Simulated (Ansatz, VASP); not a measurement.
**Two plane-wave programs on Y**

```
Y
1.0
     3.60568    0.00000    0.00000
    -1.80284    3.12261    0.00000
     0.00000    0.00000    5.59467
Y
2
Direct
  0.33333 0.66667 0.25000
  0.66667 0.33333 0.75000
```

Alike in both runs: functional PBE; dispersion D3(BJ); k mesh 15 × 15 × 8; occupations gaussian, width 0.1 eV; no spin polarisation.

Ansatz relaxed the structure, and its values are those at the end. VASP's run is a single point on that final structure, the one shown.

|  | VASP | Ansatz |
| --- | --- | --- |
| version | VASP 6.6.1 | Ansatz 0.2.0 |
| potentials or method | VASP PAW PBE potentials, release 64 (Y_sv), cutoff 520 eV | scalar-relativistic, plane waves, PAW |
| valence electrons in the cell | 22 | 22 |

|  | VASP | Ansatz | Ansatz less VASP |
| --- | --- | --- | --- |
| gap on the k mesh at the Fermi level (eV) | none | none | - |
| pressure (GPa) | -0.1 | 0.0 | +0.12 |

A gap of «none» marks a metal or a gap that the smearing closes.
